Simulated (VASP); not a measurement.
# Bi (Fm-3m) in VASP: further runs

Runs on Bi. Level: r2SCAN. Tasks: single point.

Everything below comes from runs of VASP 6.6.1. Logs are shortened: lines on timing, memory, paths and dates and some standing lists are left out, and cuts for length are marked.

## Step 1: The cell of the first run

It takes space group Fm-3m (No. 225, cubic). Conventional cell: a = 4.993 Å, b = 4.993 Å, c = 4.993 Å, α = 90.00°, β = 90.00°, γ = 90.00°. Bi (site symmetry m-3m) has 12 Bi at 3.53 Å within 4.6 Å.

## Step 2: Single point, r2SCAN

Input file POSCAR:

```
Bi
1.0
    0.0000000000      2.4964272330      2.4964272330
    2.4964272330      0.0000000000      2.4964272330
    2.4964272330      2.4964272330      0.0000000000
Bi
1
Direct
    0.0000000000      0.0000000000      0.0000000000
```

Input file INCAR.step1:

```
SYSTEM = Bi
  ALGO = Normal
  EDIFF = 1E-5
  ENCUT = 550
  GGA = PE
  GGA_COMPAT = .FALSE.
  ISMEAR = 0
  LASPH = .TRUE.
  LCHARG = .FALSE.
  LREAL = .FALSE.
  LWAVE = .TRUE.
  NBANDS = 14
  NELM = 120
  PREC = Accurate
  SIGMA = 0.1
```

Input file INCAR.step2:

```
SYSTEM = Bi
  ALGO = Normal
  EDIFF = 1E-6
  ENCUT = 550
  GGA_COMPAT = .FALSE.
  ISIF = 2
  ISMEAR = 0
  ISTART = 1
  LASPH = .TRUE.
  LCHARG = .FALSE.
  LMIXTAU = .TRUE.
  LREAL = .FALSE.
  LWAVE = .FALSE.
  METAGGA = R2SCAN
  NBANDS = 14
  NELM = 120
  PREC = Accurate
  SIGMA = 0.1
```

Input file KPOINTS:

```
k-points
0
G
  6 6 6
  0 0 0
```

Potentials or basis: VASP PAW PBE potentials, release 64 (Bi_d).

Launch:

```
cat potpaw_PBE.64/Bi_d/POTCAR > POTCAR
cp INCAR.step1 INCAR
mpirun -np 1 vasp_std > vasp.out
cp INCAR.step2 INCAR
mpirun -np 1 vasp_std > vasp.out
```

OUTCAR:

```text
SYSTEM = Bi
   EDIFF = 1E-6
   ENCUT = 550
   ISIF = 2
   ISMEAR = 0
   ISTART = 1
   LASPH = .TRUE.
   LREAL = .FALSE.
   METAGGA = R2SCAN
   NELM = 120
   PREC = Accurate

 ion  position               nearest neighbor table
   1  0.000  0.000  0.000-

  LATTYP: Found a face centered cubic cell.
 ALAT       =     4.9928544660

  Lattice vectors:

 A1 = (   0.0000000000,   2.4964272330,   2.4964272330)
 A2 = (   2.4964272330,   0.0000000000,   2.4964272330)
 A3 = (   2.4964272330,   2.4964272330,   0.0000000000)

Analysis of symmetry for initial positions (statically):
=====================================================================
 Subroutine PRICEL returns:
 Original cell was already a primitive cell.

 Routine SETGRP: Setting up the symmetry group for a
 face centered cubic supercell.

 Subroutine GETGRP returns: Found 48 space group operations
 (whereof 48 operations were pure point group operations)
 out of a pool of 48 trial point group operations.

The static configuration has the point symmetry O_h .

Analysis of symmetry for dynamics (positions and initial velocities):
=====================================================================
 Subroutine PRICEL returns:
 Original cell was already a primitive cell.

 Routine SETGRP: Setting up the symmetry group for a
 face centered cubic supercell.

 Subroutine GETGRP returns: Found 48 space group operations
 (whereof 48 operations were pure point group operations)
 out of a pool of 48 trial point group operations.

The dynamic configuration has the point symmetry O_h .

 Subroutine INISYM returns: Found 48 space group operations
 (whereof 48 operations are pure point group operations),
 and found     1 'primitive' translations

----------------------------------------------------------------------------------------

                                     Primitive cell

  volume of cell :      31.1162

  direct lattice vectors                    reciprocal lattice vectors
     0.000000000  2.496427233  2.496427233    -0.200286230  0.200286230  0.200286230
     2.496427233  0.000000000  2.496427233     0.200286230 -0.200286230  0.200286230
     2.496427233  2.496427233  0.000000000     0.200286230  0.200286230 -0.200286230

  length of vectors
     3.530481250  3.530481250  3.530481250     0.346905927  0.346905927  0.346905927

  position of ions in fractional coordinates (direct lattice)
     0.000000000  0.000000000  0.000000000

  ion indices of the primitive-cell ions
   primitive index   ion index
                 1           1

----------------------------------------------------------------------------------------

 KPOINTS: k-points

Automatic generation of k-mesh.
 Grid dimensions read from file:
 generate k-points for:    6    6    6

 Generating k-lattice:

  Cartesian coordinates                     Fractional coordinates (reciprocal lattice)
    -0.033381038  0.033381038  0.033381038     0.166666667  0.000000000  0.000000000
     0.033381038 -0.033381038  0.033381038     0.000000000  0.166666667  0.000000000
     0.033381038  0.033381038 -0.033381038     0.000000000  0.000000000  0.166666667

  Length of vectors
     0.057817655  0.057817655  0.057817655

  Shift w.r.t. Gamma in fractional coordinates (k-lattice)
     0.000000000  0.000000000  0.000000000

 Subroutine IBZKPT returns following result:
 ===========================================

 Found     16 irreducible k-points:

 Following reciprocal coordinates:
            Coordinates               Weight
  0.000000  0.000000  0.000000      1.000000
  0.166667  0.000000  0.000000      8.000000
  0.333333  0.000000  0.000000      8.000000
  0.500000  0.000000  0.000000      4.000000
  0.166667  0.166667  0.000000      6.000000
  0.333333  0.166667  0.000000     24.000000
[... 8 lines left out ...]
 -0.333333  0.333333  0.166667     24.000000
 -0.333333  0.500000  0.166667     12.000000
   k-points           NKPTS =     16   k-points in BZ     NKDIM =     16   number of bands    NBANDS=     14
   number of dos      NEDOS =    301   number of ions     NIONS =      1
   total plane-waves  NPLWV =  21952
   dimension x,y,z NGX =    28 NGY =   28 NGZ =   28
   dimension x,y,z NGXF=    56 NGYF=   56 NGZF=   56
   ions per type =               1
   NGX,Y,Z   is equivalent  to a cutoff of  13.18, 13.18, 13.18 a.u.
   NGXF,Y,Z  is equivalent  to a cutoff of  26.37, 26.37, 26.37 a.u.
 SYSTEM =  Bi
   PREC   = accura    normal or accurate (medium, high low for compatibility)
   ISTART =      1    job   : 0-new  1-cont  2-samecut
   ICHARG =      0    charge: 1-file 2-atom 10-const
   ISPIN  =      1    spin polarized calculation?
   LNONCOLLINEAR =      F non collinear calculations
   LSORBIT =      F    spin-orbit coupling
   LASPH  =      T    aspherical Exc in radial PAW
   ENCUT  =  550.0 eV  40.42 Ry    6.36 a.u.   6.75  6.75  6.75*2*pi/ulx,y,z
   NELM   =    120;   NELMIN=  2; NELMDL=  0     # of ELM steps
   EDIFF  = 0.1E-05   stopping-criterion for ELM
   LREAL  =      F    real-space projection
   EDIFFG = 0.1E-04   stopping-criterion for IOM
   NSW    =      0    number of steps for IOM
   IBRION =     -1    ionic relax: 0-MD 1-quasi-New 2-CG
   NFREE  =      0    steps in history (QN), initial steepest desc. (CG)
   ISIF   =      2    stress and relaxation
   ISYM   =      2    0-nonsym 1-usesym 2-fastsym
   POTIM  = 0.5000    time-step for ionic-motion
   TEBEG  =    0.0;   TEEND  =   0.0 temperature during run
   PSTRESS=    0.0 pullay stress
   NELECT =      15.0000    total number of electrons
   NUPDOWN=      -1.0000    fix difference up-down
   EMIN   =  10.00;   EMAX   =-10.00  energy-range for DOS
   EFERMI =   0.00;   METHOD = LEGACY
   ISMEAR =     0;   SIGMA  =   0.10  broadening in eV -4-tet -1-fermi 0-gaus
   EFERMI_NEDOS =   21; number of points for ismear=-14 and -15
   IALGO  =     38    algorithm
   IMIX   =      4    mixing-type and parameters
     AMIX     =   0.40;   BMIX     =  1.00
     AMIX_MAG =   1.60;   BMIX_MAG =  1.00
  volume/ion in A,a.u.               =      31.12       209.98
  Fermi-wavevector in a.u.,A,eV,Ry     =   1.283639  2.425727 22.418726  1.647730
  Thomas-Fermi vector in A             =   2.415880
   LORBIT       =      0    0 simple, 1 ext, 2 COOP (PROOUT), +10 PAW based schemes
   METAGGA = R2SCAN    functional components
   LHFCALC =     F    Hartree Fock is set to
   AEXX    =    0.0000 exact exchange contribution
   IVDW    =     0    specifies the selected vdW correction
   LEPSILON=     F    determine dielectric tensor
   LRPA    =     F    only Hartree local field effects (RPA)
 non-spin polarized calculation
 Gauss-broadening in eV      SIGMA  =   0.10
  energy-cutoff  :      550.00
  volume of cell :       31.12
 maximum number of plane-waves:       941
   NGX = 13   NGY = 13   NGZ = 13

 number of electron      15.0000005 magnetization

 Free energy of the ion-electron system (eV)
  ---------------------------------------------------
  ext. energy  EPLUGINS =         0.00000000
  ---------------------------------------------------
  free energy    TOTEN  =       -58.24590768 eV

  energy without entropy =      -58.23892360  energy(sigma->0) =      -58.24241564

 E-fermi :   8.1904     XC(G=0): -11.1015

 val. band max:        8.1737767037   @ k =  -0.3333   0.1667   0.0000
 cond. band min:       8.2727262608   @ k =   0.5000   0.5000   0.0000
 fundamental gap:      0.0989495571
 Fermi energy:         8.1903581180

 k-point     1 :       0.0000    0.0000    0.0000
  band No.  band energies     occupation
      1     -15.8946      2.00000
      2     -15.8946      2.00000
      3     -15.8946      2.00000
      4     -15.8184      2.00000
      5     -15.8184      2.00000
      6      -6.3072      2.00000
      7      13.1119      0.00000
      8      13.1119      0.00000
      9      13.1119      0.00000
     10      17.6882      0.00000
     11      17.7144      0.00000
     12      19.2998      0.00000
     13      19.2998      0.00000
     14      19.2999      0.00000

 k-point     2 :       0.1667    0.0000    0.0000
  band No.  band energies     occupation
      1     -15.8916      2.00000
      2     -15.8775      2.00000
      3     -15.8775      2.00000
      4     -15.8133      2.00000
      5     -15.8133      2.00000
      6      -5.8030      2.00000
      7       9.2831      0.00000
      8      12.5903      0.00000
      9      12.5904      0.00000
     10      16.4155      0.00000
     11      19.9705      0.00000
     12      19.9705      0.00000
     13      19.9917      0.00000
     14      20.3793      0.00000

 k-point     3 :       0.3333    0.0000    0.0000
  band No.  band energies     occupation
      1     -15.8880      2.00000
      2     -15.8790      2.00000
      3     -15.8790      2.00000
      4     -15.7670      2.00000
      5     -15.7670      2.00000
      6      -4.4141      2.00000
      7       4.6689      2.00000
      8      11.7731      0.00000
      9      11.7731      0.00000
     10      15.8448      0.00000
     11      18.2009      0.00000
     12      18.7537      0.00000
     13      18.7537      0.00000
     14      23.3170      0.00000
[... 188 lines left out ...]
 k-point    15 :      -0.3333    0.3333    0.1667
  band No.  band energies     occupation
      1     -15.8877      2.00000
      2     -15.8613      2.00000
      3     -15.8108      2.00000
      4     -15.7949      2.00000
      5     -15.7340      2.00000
      6      -2.3822      2.00000
      7       3.8503      2.00000
      8       6.1895      2.00000
      9       8.3963      0.00358
     10      16.4053      0.00000
     11      18.2372      0.00000
     12      21.2649      0.00000
     13      21.4459      0.00000
     14      24.7432      0.00000

 k-point    16 :      -0.3333    0.5000    0.1667
  band No.  band energies     occupation
      1     -15.9150      2.00000
      2     -15.8872      2.00000
      3     -15.7833      2.00000
      4     -15.7721      2.00000
      5     -15.7148      2.00000
      6      -1.9935      2.00000
      7       3.9919      2.00000
      8       6.2363      2.00000
      9       7.0802      2.00000
     10      15.6649      0.00000
     11      16.6480      0.00000
     12      22.1560      0.00000
     13      22.1630      0.00000
     14      27.4461      0.00000

------------------------ aborting loop because EDIFF is reached ----------------------------------------

  FORCE on cell =-STRESS in cart. coord.  units (eV):
  Direction    XX          YY          ZZ          XY          YZ          ZX
  --------------------------------------------------------------------------------------
  -------------------------------------------------------------------------------------
  Total        0.0270066      0.0270066      0.0270066      0.0000000      0.0000000      0.0000000
  in kB        1.3905719      1.3905719      1.3905719      0.0000000      0.0000000      0.0000000
  external PRESSURE =       1.3905719 kB  Pullay stress =       0.0000000 kB

 VOLUME and BASIS-vectors are now :
 -----------------------------------------------------------------------------
  energy-cutoff  :      550.00
  volume of cell :       31.12
      direct lattice vectors                 reciprocal lattice vectors
     0.000000000  2.496427233  2.496427233    -0.200286230  0.200286230  0.200286230
     2.496427233  0.000000000  2.496427233     0.200286230 -0.200286230  0.200286230
     2.496427233  2.496427233  0.000000000     0.200286230  0.200286230 -0.200286230

 POSITION                                       TOTAL-FORCE (eV/Angst)
 -----------------------------------------------------------------------------------
      0.00000      0.00000      0.00000        -0.000000     -0.000000      0.000000
 -----------------------------------------------------------------------------------
    total drift:                               -0.000000     -0.000000     -0.000000

  FREE ENERGIE OF THE ION-ELECTRON SYSTEM (eV)
  ---------------------------------------------------
  free  energy   TOTEN  =       -58.2459076846 eV

  energy  without entropy=      -58.2389236012  energy(sigma->0) =      -58.24241564
```

Wall time 16 s (1 thread of Intel Xeon 6975P-C (Granite Rapids), shared host); peak memory 0.16 GiB.

Results:

```
Free energy : -58.2459 eV
Pressure    : 0.1 GPa
```

Caveat: the k points lie up to 0.36 Å⁻¹ apart; the PAW data sets were made with another functional, which shifts forces and pressure a little; spin-orbit coupling is left out, which moves the levels of the heavy elements.

## Step 3: Single point, r2SCAN

This run uses another cell than the first one, of 36.09 Å³/atom, 1.160 times its volume.

Input file POSCAR:

```
Bi
1.0
    0.0000000000      2.6228611384      2.6228611384
    2.6228611384      0.0000000000      2.6228611384
    2.6228611384      2.6228611384      0.0000000000
Bi
1
Direct
    0.0000000000      0.0000000000      0.0000000000
```

Input file INCAR.step1:

```
PREC     = Accurate       # precision mode
ENCUT    = 550            # plane-wave cutoff, eV
ISMEAR   = 0              # smearing method
SIGMA    = 0.1            # smearing width, eV
LREAL    = F              # projectors in reciprocal space
LASPH    = T              # aspherical terms in the spheres
NELM     = 120            # most SCF steps
NBANDS   = 14             # bands
GGA      = PE             # functional
ALGO     = Normal         # electronic algorithm
EDIFF    = 1E-5           # SCF threshold, eV
LWAVE    = T              # write WAVECAR
LCHARG   = F              # write CHGCAR
GGA_COMPAT= F
```

Input file INCAR.step2:

```
PREC     = Accurate       # precision mode
ENCUT    = 550            # plane-wave cutoff, eV
EDIFF    = 1E-6           # SCF threshold, eV
ISMEAR   = 0              # smearing method
SIGMA    = 0.1            # smearing width, eV
LREAL    = F              # projectors in reciprocal space
LASPH    = T              # aspherical terms in the spheres
NELM     = 120            # most SCF steps
ALGO     = Normal         # electronic algorithm
ISIF     = 2              # what is computed and relaxed
LWAVE    = F              # write WAVECAR
LCHARG   = T              # write CHGCAR
METAGGA  = R2SCAN         # meta-GGA
LMIXTAU  = T            
LELF     = T              # ELF
LVHAR    = T            
NBANDS   = 14             # bands
ISTART   = 1            
GGA_COMPAT= F
```

Input file KPOINTS:

```
regular mesh
0
Gamma
  6 6 6
```

Potentials or basis: VASP PAW PBE potentials, release 64 (Bi_d).

Launch:

```
cat potpaw_PBE.64/Bi_d/POTCAR > POTCAR
cp INCAR.step1 INCAR
mpirun -np 1 vasp_std > vasp.out
cp INCAR.step2 INCAR
mpirun -np 1 vasp_std > vasp.out
```

OUTCAR:

```text
PREC = Accurate
   ENCUT = 550
   EDIFF = 1E-6
   ISMEAR = 0
   LREAL = F
   LASPH = T
   NELM = 120
   ISIF = 2
   METAGGA = R2SCAN
   ISTART = 1

 ion  position               nearest neighbor table
   1  0.000  0.000  0.000-

  LATTYP: Found a face centered cubic cell.
 ALAT       =     5.2457222768

  Lattice vectors:

 A1 = (   0.0000000000,   2.6228611384,   2.6228611384)
[... 440 lines left out ...]
     11      14.4667      0.00000
     12      19.2765      0.00000
     13      19.5901      0.00000
     14      24.5110      0.00000

------------------------ aborting loop because EDIFF is reached ----------------------------------------

  FORCE on cell =-STRESS in cart. coord.  units (eV):
  Direction    XX          YY          ZZ          XY          YZ          ZX
  --------------------------------------------------------------------------------------
  -------------------------------------------------------------------------------------
  Total       -1.3607485     -1.3607485     -1.3607485      0.0000000     -0.0000000      0.0000000
  in kB      -60.4133005    -60.4133005    -60.4133005      0.0000000     -0.0000000      0.0000000
  external PRESSURE =     -60.4133005 kB  Pullay stress =       0.0000000 kB

 VOLUME and BASIS-vectors are now :
 -----------------------------------------------------------------------------
  energy-cutoff  :      550.00
  volume of cell :       36.09
      direct lattice vectors                 reciprocal lattice vectors
     0.000000000  2.622861138  2.622861138    -0.190631518  0.190631518  0.190631518
     2.622861138  0.000000000  2.622861138     0.190631518 -0.190631518  0.190631518
     2.622861138  2.622861138  0.000000000     0.190631518  0.190631518 -0.190631518

 POSITION                                       TOTAL-FORCE (eV/Angst)
 -----------------------------------------------------------------------------------
      0.00000      0.00000      0.00000         0.000000      0.000000      0.000000
 -----------------------------------------------------------------------------------
    total drift:                               -0.000000     -0.000000     -0.000000

  FREE ENERGIE OF THE ION-ELECTRON SYSTEM (eV)
  ---------------------------------------------------
  free  energy   TOTEN  =       -58.1422411605 eV

  energy  without entropy=      -58.1357730779  energy(sigma->0) =      -58.13900712
```

OUTCAR.step1:

```text
PREC = Accurate
   ENCUT = 550
   ISMEAR = 0
   LREAL = F
   LASPH = T
[... 476 lines left out ...]

 POSITION                                       TOTAL-FORCE (eV/Angst)
 -----------------------------------------------------------------------------------
      0.00000      0.00000      0.00000         0.000000      0.000000     -0.000000
 -----------------------------------------------------------------------------------
    total drift:                               -0.000000     -0.000000     -0.000000

  FREE ENERGIE OF THE ION-ELECTRON SYSTEM (eV)
  ---------------------------------------------------
  free  energy   TOTEN  =        -3.6685098373 eV

  energy  without entropy=       -3.6621970015  energy(sigma->0) =       -3.66535342
```

It took 16 s on 1 thread of Intel Xeon 6975P-C (Granite Rapids), shared host; peak memory 0.16 GiB.

What came out:

```
Free energy : -58.1422 eV
Pressure    : -6.0 GPa
```

Caveat: the PAW data sets were made with another functional, which shifts forces and pressure a little; spin-orbit coupling is left out, which moves the levels of the heavy elements.
